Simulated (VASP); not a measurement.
Set up this calculation in VASP 6.6.1, as the native input.

| Property | Result |
| --- | --- |
| Task | single point |
| Functional | r2SCAN |
| Potentials or basis | VASP PAW PBE potentials, release 64 (Al, N) |
| Cutoff | 520 eV |
| k mesh | 7 × 5 × 2 |
| Occupations | gaussian, width 0.05 eV |
| Spin | no spin polarisation |
| Dipole correction | no |
| Further INCAR settings | LREAL = Auto; ALGO = Normal; EDIFF = 1e-06; NBANDS = 46 |

AlN:

```
Al N
1.0
     1.55333   -2.69045    0.00000
     0.00000    0.00000   -4.97840
     9.83772    4.48417    1.65930
Al N
8 8
Direct
  0.22225 0.27606 0.83333
  0.97222 0.02608 0.08333
  0.38890 0.10941 0.33333
  0.80558 0.19273 0.58333
  0.69448 0.80383 0.91667
  0.44445 0.55386 0.16667
  0.86113 0.63718 0.41667
  0.27780 0.72051 0.66667
  0.22225 0.89444 0.83333
  0.97222 0.64447 0.08333
  0.38890 0.72779 0.33333
  0.80558 0.81112 0.58333
  0.69448 0.42222 0.91667
  0.44445 0.17224 0.16667
  0.86113 0.25557 0.41667
  0.27780 0.33889 0.66667
```

This cell differs from its parent crystal: the part above a cut slid along it.

These files were run (other wordings do the same):

POSCAR

```
AlN
1.0
    1.5533326688     -2.6904511034      0.0000000000
    0.0000000000      0.0000000000     -4.9784048385
    9.8377217911      4.4841748540      1.6593023327
Al N
8 8
Direct
    0.2222500000      1.2760570977      0.8333333333
   -0.0277750000      1.0260820977      0.0833333333
    0.3889000000      1.1094070977      0.3333333333
   -0.1944250000      1.1927320977      0.5833333333
   -0.3055250000      0.8038320977      0.9166666667
    0.4444500000      0.5538570977      0.1666666667
   -0.1388750000      0.6371820977      0.4166666667
    0.2778000000      0.7205070977      0.6666666667
    0.2222500000      0.8944429023      0.8333333333
   -0.0277750000      0.6444679023      0.0833333333
    0.3889000000      0.7277929023      0.3333333333
   -0.1944250000      0.8111179023      0.5833333333
   -0.3055250000      0.4222179023      0.9166666667
    0.4444500000      0.1722429023      0.1666666667
   -0.1388750000      0.2555679023      0.4166666667
    0.2778000000      0.3388929023      0.6666666667
```

INCAR.step1

```
SYSTEM = AlN
PREC = Accurate ; ENCUT = 520
ISMEAR = 0 ; SIGMA = 0.05
LREAL = Auto ; LASPH = .TRUE.
NELM = 100 ; NBANDS = 46
GGA = PE ; ALGO = Normal
EDIFF = 1E-4 ; LWAVE = .TRUE.
LCHARG = .FALSE.
```

INCAR.step2

```
SYSTEM = AlN
PREC = Accurate ; ENCUT = 520
EDIFF = 1E-6 ; ISMEAR = 0
SIGMA = 0.05 ; LREAL = Auto
LASPH = .TRUE. ; NELM = 100
ALGO = Normal ; ISIF = 2
LWAVE = .FALSE. ; LCHARG = .FALSE.
METAGGA = R2SCAN ; LMIXTAU = .TRUE.
NBANDS = 46 ; ISTART = 1
```

KPOINTS

```
Automatic mesh
0
G
  7 5 2
  0 0 0
```

Potentials or basis: VASP PAW PBE potentials, release 64 (Al, N).

Command:

```sh
$ cat potpaw_PBE.64/Al/POTCAR potpaw_PBE.64/N/POTCAR > POTCAR
$ cp INCAR.step1 INCAR
$ mpirun -np 1 vasp_std > vasp.out
$ cp INCAR.step2 INCAR
$ mpirun -np 1 vasp_std > vasp.out
```

Results of the run:

```
Pressure               : 2.8 GPa
Largest force          : 5.304 eV/Å
Band gap on the k mesh : 0.02 eV (least direct gap 0.06 eV)
```

Caveat: the cell differs from its parent crystal (the part above a cut slid along it); the stress differs along the axes, from -3 to 9 GPa; semilocal functionals underestimate gaps, and a narrow one can read as zero; the PAW data sets were made with another functional, which shifts forces and pressure a little.

Wall time 40 min on 1 thread of Oxide Virtual Turin-like Processor, with other jobs on the host, peak memory 0.35 GiB.
